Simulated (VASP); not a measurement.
# Fe (I4/mmm) in VASP: notebook

Runs on Fe. Level: PBEsol. Tasks: single point.

All numbers are computed with VASP 6.6.1; they aren't measurements. Logs are shortened: lines on timing, memory, paths and dates and some standing lists are left out, and cuts for length are marked.

## 1. The cell of the first run

It takes space group I4/mmm (No. 139, tetragonal). The conventional cell has a = 2.648 Å, b = 2.648 Å, c = 2.993 Å, α = 90.00°, β = 90.00°, γ = 90.00°. Fe (site symmetry 4/mmm) has 14 Fe at 2.40 to 2.99 Å within 3.2 Å.

## 2. Single point, PBEsol, collinear spin, ferromagnetic start (strain -0.080 along x and y, +0.040 along z)

Input file INCAR:

```
ALGO = Fast ; EDIFF = 1E-7
ENCUT = 520 ; GGA = PS
ISIF = 2 ; ISMEAR = 0
ISPIN = 2 ; LASPH = T
LCHARG = F ; LMAXMIX = 4
LORBIT = 11 ; LREAL = F
LWAVE = F ; MAGMOM = 2.64
NBANDS = 14 ; NELM = 150
PREC = Accurate ; SIGMA = 0.15
```

Input file KPOINTS:

```
k-points
0
Gamma
  24 24 24
```

Input file POSCAR:

```
Fe
1.0
   -1.3238800000      1.3238800000      1.4965600000
    1.3238800000     -1.3238800000      1.4965600000
    1.3238800000      1.3238800000     -1.4965600000
Fe
1
Direct
    0.0000000000      0.0000000000      0.0000000000
```

Potentials or basis: VASP PAW PBE potentials, release 64 (Fe).

On the command line:

```
cat potpaw_PBE.64/Fe/POTCAR > POTCAR
mpirun -np 1 vasp_std > vasp.out
```

OUTCAR:

```text
EDIFF = 1E-7
   ENCUT = 520
   GGA = PS
   ISIF = 2
   ISMEAR = 0
   ISPIN = 2
   LASPH = T
   LORBIT = 11
   LREAL = F
   NELM = 150
   PREC = Accurate

 ion  position               nearest neighbor table
   1  0.000  0.000  0.000-

  LATTYP: Found a body centered tetragonal cell.
 ALAT       =     2.6477600000
 C/A-ratio  =     1.1304347826

  Lattice vectors:

 A1 = (  -1.3238800000,   1.3238800000,   1.4965600000)
 A2 = (   1.3238800000,  -1.3238800000,   1.4965600000)
 A3 = (   1.3238800000,   1.3238800000,  -1.4965600000)

Analysis of symmetry for initial positions (statically):
=====================================================================
 Subroutine PRICEL returns:
 Original cell was already a primitive cell.

 Routine SETGRP: Setting up the symmetry group for a
 body centered tetragonal supercell.

 Subroutine GETGRP returns: Found 16 space group operations
 (whereof 16 operations were pure point group operations)
 out of a pool of 16 trial point group operations.

The static configuration has the point symmetry D_4h.

Analysis of symmetry for dynamics (positions and initial velocities):
=====================================================================
 Subroutine PRICEL returns:
 Original cell was already a primitive cell.

 Routine SETGRP: Setting up the symmetry group for a
 body centered tetragonal supercell.

 Subroutine GETGRP returns: Found 16 space group operations
 (whereof 16 operations were pure point group operations)
 out of a pool of 16 trial point group operations.

The dynamic configuration has the point symmetry D_4h.

Analysis of structural, dynamic, and magnetic symmetry:
=====================================================================
 Subroutine PRICEL returns:
 Original cell was already a primitive cell.

 Routine SETGRP: Setting up the symmetry group for a
 body centered tetragonal supercell.

 Subroutine GETGRP returns: Found 16 space group operations
 (whereof 16 operations were pure point group operations)
 out of a pool of 16 trial point group operations.

The overall configuration has the point symmetry D_4h.

 Subroutine INISYM returns: Found 16 space group operations
 (whereof 16 operations are pure point group operations),
 and found     1 'primitive' translations

----------------------------------------------------------------------------------------

                                     Primitive cell

  volume of cell :      10.4918

  direct lattice vectors                    reciprocal lattice vectors
    -1.323880000  1.323880000  1.496560000     0.000000000  0.377677735  0.334099535
     1.323880000 -1.323880000  1.496560000     0.377677735  0.000000000  0.334099535
     1.323880000  1.323880000 -1.496560000     0.377677735  0.377677735  0.000000000

  length of vectors
     2.396874703  2.396874703  2.396874703     0.504244951  0.504244951  0.534116975

  position of ions in fractional coordinates (direct lattice)
     0.000000000  0.000000000  0.000000000

  ion indices of the primitive-cell ions
   primitive index   ion index
                 1           1

----------------------------------------------------------------------------------------

 KPOINTS: k-points

Automatic generation of k-mesh.
 Grid dimensions read from file:
 generate k-points for:   24   24   24

 Generating k-lattice:

  Cartesian coordinates                     Fractional coordinates (reciprocal lattice)
     0.000000000  0.015736572  0.013920814     0.041666667 -0.000000000  0.000000000
     0.015736572  0.000000000  0.013920814    -0.000000000  0.041666667  0.000000000
     0.015736572  0.015736572  0.000000000     0.000000000  0.000000000  0.041666667

  Length of vectors
     0.021010206  0.021010206  0.022254874

  Shift w.r.t. Gamma in fractional coordinates (k-lattice)
     0.000000000  0.000000000  0.000000000

 Subroutine IBZKPT returns following result:
 ===========================================

 Found   1063 irreducible k-points:

 Following reciprocal coordinates:
            Coordinates               Weight
  0.000000  0.000000  0.000000      1.000000
  0.041667  0.000000  0.000000      8.000000
  0.083333 -0.000000  0.000000      8.000000
  0.125000  0.000000 -0.000000      8.000000
  0.166667  0.000000  0.000000      8.000000
  0.208333  0.000000 -0.000000      8.000000
[... 16 lines left out ...]
  0.416667  0.041667 -0.000000     16.000000
  0.458333  0.041667  0.000000     16.000000
 [... further k-points ...]
   k-points           NKPTS =   1063   k-points in BZ     NKDIM =   1063   number of bands    NBANDS=     14
   number of dos      NEDOS =    301   number of ions     NIONS =      1
   total plane-waves  NPLWV =   5832
   dimension x,y,z NGX =    18 NGY =   18 NGZ =   18
   dimension x,y,z NGXF=    36 NGYF=   36 NGZF=   36
   ions per type =               1
   NGX,Y,Z   is equivalent  to a cutoff of  12.48, 12.48, 12.48 a.u.
   NGXF,Y,Z  is equivalent  to a cutoff of  24.97, 24.97, 24.97 a.u.
 SYSTEM =  unknown system
   PREC   = accura    normal or accurate (medium, high low for compatibility)
   ISTART =      0    job   : 0-new  1-cont  2-samecut
   ICHARG =      2    charge: 1-file 2-atom 10-const
   ISPIN  =      2    spin polarized calculation?
   LNONCOLLINEAR =      F non collinear calculations
   LSORBIT =      F    spin-orbit coupling
   LASPH  =      T    aspherical Exc in radial PAW
   ENCUT  =  520.0 eV  38.22 Ry    6.18 a.u.   4.46  4.46  4.46*2*pi/ulx,y,z
   NELM   =    150;   NELMIN=  2; NELMDL= -5     # of ELM steps
   EDIFF  = 0.1E-06   stopping-criterion for ELM
   LREAL  =      F    real-space projection
   EDIFFG = 0.1E-05   stopping-criterion for IOM
   NSW    =      0    number of steps for IOM
   IBRION =     -1    ionic relax: 0-MD 1-quasi-New 2-CG
   NFREE  =      0    steps in history (QN), initial steepest desc. (CG)
   ISIF   =      2    stress and relaxation
   ISYM   =      2    0-nonsym 1-usesym 2-fastsym
   POTIM  = 0.5000    time-step for ionic-motion
   TEBEG  =    0.0;   TEEND  =   0.0 temperature during run
   PSTRESS=    0.0 pullay stress
   NELECT =       8.0000    total number of electrons
   NUPDOWN=      -1.0000    fix difference up-down
   EMIN   =  10.00;   EMAX   =-10.00  energy-range for DOS
   EFERMI =   0.00;   METHOD = LEGACY
   ISMEAR =     0;   SIGMA  =   0.15  broadening in eV -4-tet -1-fermi 0-gaus
   EFERMI_NEDOS =   21; number of points for ismear=-14 and -15
   IALGO  =     68    algorithm
   IMIX   =      4    mixing-type and parameters
     AMIX     =   0.40;   BMIX     =  1.00
     AMIX_MAG =   1.60;   BMIX_MAG =  1.00
  volume/ion in A,a.u.               =      10.49        70.80
  Fermi-wavevector in a.u.,A,eV,Ry     =   1.495619  2.826311 30.434557  2.236877
  Thomas-Fermi vector in A             =   2.607741
   LORBIT       =     11    0 simple, 1 ext, 2 COOP (PROOUT), +10 PAW based schemes
   GGA     = PS    functional components
   LHFCALC =     F    Hartree Fock is set to
   AEXX    =    0.0000 exact exchange contribution
   IVDW    =     0    specifies the selected vdW correction
   LEPSILON=     F    determine dielectric tensor
   LRPA    =     F    only Hartree local field effects (RPA)
 spin polarized calculation
 RMM-DIIS sequential band-by-band and
 Gauss-broadening in eV      SIGMA  =   0.15
  energy-cutoff  :      520.00
  volume of cell :       10.49
 maximum number of plane-waves:       293
 NGX is ok and might be reduce to    18
   NGX =  9   NGY =  9   NGZ =  9

 number of electron       8.0000007 magnetization       2.0707408

 Free energy of the ion-electron system (eV)
  ---------------------------------------------------
  ext. energy  EPLUGINS =         0.00000000
  ---------------------------------------------------
  free energy    TOTEN  =        -8.87062441 eV

  energy without entropy =       -8.85842500  energy(sigma->0) =       -8.86452471

 E-fermi :   6.6016     XC(G=0): -13.7360

 val. band max:        6.6011105425   @ k =  -0.1667   0.3333   0.1250
 cond. band min:       6.6019690419   @ k =   0.4583   0.4167   0.0000
 fundamental gap:      0.0008584995
 Fermi energy:         6.6016339099

 spin component 1

 k-point     1 :       0.0000    0.0000    0.0000
  band No.  band energies     occupation
      1      -2.4868      1.00000
      2       3.9191      1.00000
      3       3.9191      1.00000
      4       4.5707      1.00000
      5       5.0648      1.00000
      6       5.7130      1.00000
      7      30.6192      0.00000
      8      33.0965      0.00000
      9      33.0965      0.00000
     10      37.3414      0.00000
     11      38.5088      0.00000
     12      38.7713      0.00000
     13      39.3421      0.00000
     14      39.3421      0.00000

 k-point     2 :       0.0417    0.0000    0.0000
  band No.  band energies     occupation
      1      -2.4123      1.00000
      2       3.9189      1.00000
      3       3.9353      1.00000
      4       4.5753      1.00000
      5       5.0540      1.00000
      6       5.7006      1.00000
      7      30.4505      0.00000
      8      32.6688      0.00000
      9      33.0502      0.00000
     10      37.2179      0.00000
     11      37.6770      0.00000
     12      38.8837      0.00000
     13      39.2396      0.00000
     14      40.6691      0.00000
[... 343 lines left out ...]
      1       1.1913      1.00000
      2       3.2319      1.00000
      3       4.9647      1.00000
      4       5.4825      1.00000
      5       6.1580      0.99999
      6       7.1749      0.00000
      7      15.1710      0.00000
      8      26.3166      0.00000
      9      29.1621      0.00000
     10      32.7399      0.00000
     11      36.4560      0.00000
     12      39.3038      0.00000
     13      43.6693      0.00000
     14      49.1522      0.00000

 k-point    24 :       0.4583    0.0417    0.0000
  band No.  band energies     occupation
      1       1.2026      1.00000
      2       3.1954      1.00000
      3       4.9329      1.00000
      4       5.7260      1.00000
      5       6.3688      0.98592
      6       7.4241      0.00000
      7      14.3712      0.00000
      8      26.1812      0.00000
      9      28.9789      0.00000
     10      32.6406      0.00000
     11      36.4475      0.00000
     12      38.9371      0.00000
     13      44.6795      0.00000
     14      49.0394      0.00000

 [... further k-points ...]

 spin component 2

 k-point     1 :       0.0000    0.0000    0.0000
  band No.  band energies     occupation
      1      -2.1964      1.00000
      2       5.6471      1.00000
      3       5.6471      1.00000
      4       6.5476      0.69493
      5       7.4312      0.00000
      6       8.3687      0.00000
      7      30.5461      0.00000
      8      33.1335      0.00000
      9      33.1335      0.00000
     10      37.8889      0.00000
     11      38.8822      0.00000
     12      39.4555      0.00000
     13      40.0480      0.00000
     14      40.0480      0.00000

 k-point     2 :       0.0417    0.0000    0.0000
  band No.  band energies     occupation
      1      -2.1216      1.00000
      2       5.6444      1.00000
      3       5.6642      1.00000
      4       6.5510      0.68359
      5       7.4168      0.00000
      6       8.3537      0.00000
      7      30.4233      0.00000
      8      32.7490      0.00000
      9      33.1113      0.00000
     10      37.7893      0.00000
     11      38.2465      0.00000
     12      39.3361      0.00000
     13      39.9364      0.00000
     14      41.3341      0.00000
[... 343 lines left out ...]
      1       2.3175      1.00000
      2       4.9278      1.00000
      3       6.3313      0.99459
      4       7.3183      0.00000
      5       8.4195      0.00000
      6       9.1106      0.00000
      7      16.3950      0.00000
      8      26.5087      0.00000
      9      29.7689      0.00000
     10      33.3094      0.00000
     11      37.1837      0.00000
     12      39.6315      0.00000
     13      44.0652      0.00000
     14      50.0509      0.00000

 k-point    24 :       0.4583    0.0417    0.0000
  band No.  band energies     occupation
      1       2.3961      1.00000
      2       4.8873      1.00000
      3       6.6495      0.32588
      4       7.3099      0.00000
      5       8.4891      0.00000
      6       9.2520      0.00000
      7      15.6986      0.00000
      8      26.3608      0.00000
      9      29.5821      0.00000
     10      33.2181      0.00000
     11      37.2028      0.00000
     12      39.2480      0.00000
     13      45.0797      0.00000
     14      49.9023      0.00000

 [... further k-points ...]

------------------------ aborting loop because EDIFF is reached ----------------------------------------

  FORCE on cell =-STRESS in cart. coord.  units (eV):
  Direction    XX          YY          ZZ          XY          YZ          ZX
  --------------------------------------------------------------------------------------
  -------------------------------------------------------------------------------------
  Total        0.9032876      0.9032876     -0.0891399      0.0000000      0.0000000      0.0000000
  in kB      137.9384268    137.9384268    -13.6123006      0.0000000      0.0000000      0.0000000
  external PRESSURE =      87.4215176 kB  Pullay stress =       0.0000000 kB

 VOLUME and BASIS-vectors are now :
 -----------------------------------------------------------------------------
  energy-cutoff  :      520.00
  volume of cell :       10.49
      direct lattice vectors                 reciprocal lattice vectors
    -1.323880000  1.323880000  1.496560000     0.000000000  0.377677735  0.334099535
     1.323880000 -1.323880000  1.496560000     0.377677735  0.000000000  0.334099535
     1.323880000  1.323880000 -1.496560000     0.377677735  0.377677735  0.000000000

 POSITION                                       TOTAL-FORCE (eV/Angst)
 -----------------------------------------------------------------------------------
      0.00000      0.00000      0.00000        -0.000000     -0.000000     -0.000000
 -----------------------------------------------------------------------------------
    total drift:                                0.000000     -0.000000      0.000000

  FREE ENERGIE OF THE ION-ELECTRON SYSTEM (eV)
  ---------------------------------------------------
  free  energy   TOTEN  =        -8.8706244092 eV

  energy  without entropy=       -8.8584250021  energy(sigma->0) =       -8.86452471

 total charge

# of ion       s       p       d       tot
------------------------------------------
    1        0.528   0.621   6.304   7.453

 magnetization (x)

# of ion       s       p       d       tot
------------------------------------------
    1       -0.012  -0.045   2.103   2.046
```

It took 3.7 min on 1 thread of Oxide Virtual Turin-like, shared host; peak memory 0.29 GiB.

What came out:

| Quantity | Value |
| --- | --- |
| Free energy | -8.8706 eV |
| Pressure | 8.7 GPa |
| Net moment | 2.07 μB per cell |
| Site moments | Fe +2.05 μB |
| Valence electrons inside the program's atomic spheres | Fe 7.45 |

Caveat: the cell differs from its parent crystal (strain -0.080 along x and y, +0.040 along z); the stress differs along the axes, from -1 to 14 GPa; the PAW data sets were made with another functional, which shifts forces and pressure a little.

## 3. Single point, PBEsol, collinear spin, ferromagnetic start (strain +0.000 along x and y, +0.080 along z)

Input file INCAR:

```
SYSTEM = Fe
ALGO = Normal
EDIFF = 1E-7
ENCUT = 520
GGA = PS
ISIF = 2
ISMEAR = 0
ISPIN = 2
LASPH = .TRUE.
LCHARG = .FALSE.
LMAXMIX = 4
LORBIT = 11
LREAL = .FALSE.
LWAVE = .FALSE.
MAGMOM = 2.64
NBANDS = 14
NELM = 150
PREC = Accurate
SIGMA = 0.15
```

Input file KPOINTS:

```
k-points
0
G
  24 24 24
  0 0 0
```

Input file POSCAR:

```
Fe
1.0
   -1.4390000000      1.4390000000      1.5541200000
    1.4390000000     -1.4390000000      1.5541200000
    1.4390000000      1.4390000000     -1.5541200000
Fe
1
Direct
    0.0000000000      0.0000000000      0.0000000000
```

Potentials or basis: VASP PAW PBE potentials, release 64 (Fe).

On the command line:

```
cat potpaw_PBE.64/Fe/POTCAR > POTCAR
mpirun -np 1 vasp_std > vasp.out
```

It took 5.7 min on 1 thread of Oxide Virtual Turin-like, shared host; peak memory 0.34 GiB.

It converged, with:

```
Free energy                                           : -8.7352 eV
Pressure                                              : -21.5 GPa
Net moment                                            : 2.54 μB per cell
Site moments                                          : Fe +2.55 μB
Valence electrons inside the program's atomic spheres : Fe 7.04
```

Stress tensor (GPa, compression positive):
```
-20.22   0.00   0.00
  0.00 -20.22   0.00
  0.00   0.00 -23.97
```

Levels at points of the mesh, in eV from the Fermi level:
Spin up:
```tsv
k point	band 3	band 4	band 5	band 6	band 7	band 8
(0.00, 0.00, 0.00)	-2.30	-2.01	-1.33	-1.02	22.71	24.07
(0.50, 0.00, 0.00)	-1.38	-0.91	-0.04	0.27	5.94	17.78
(0.50, 0.50, 0.00)	-0.91	-0.85	0.06	0.83	6.69	16.13
(0.50, 0.50, 0.50)	-0.32	-0.16	-0.16	7.20	9.88	9.88
```
Spin down:
```tsv
k point	band 1	band 2	band 3	band 4	band 5	band 6
(0.00, 0.00, 0.00)	-7.60	-0.03	-0.03	0.42	1.45	1.95
(0.50, 0.00, 0.00)	-2.95	-0.80	0.45	1.37	1.99	2.63
(0.50, 0.50, 0.00)	-2.87	-1.37	1.04	1.97	2.06	2.68
(0.50, 0.50, 0.50)	-2.35	-2.20	2.37	2.43	2.43	7.57
```

Caveat: the cell differs from its parent crystal (strain +0.000 along x and y, +0.080 along z); the cell stands under tension; the PAW data sets were made with another functional, which shifts forces and pressure a little.
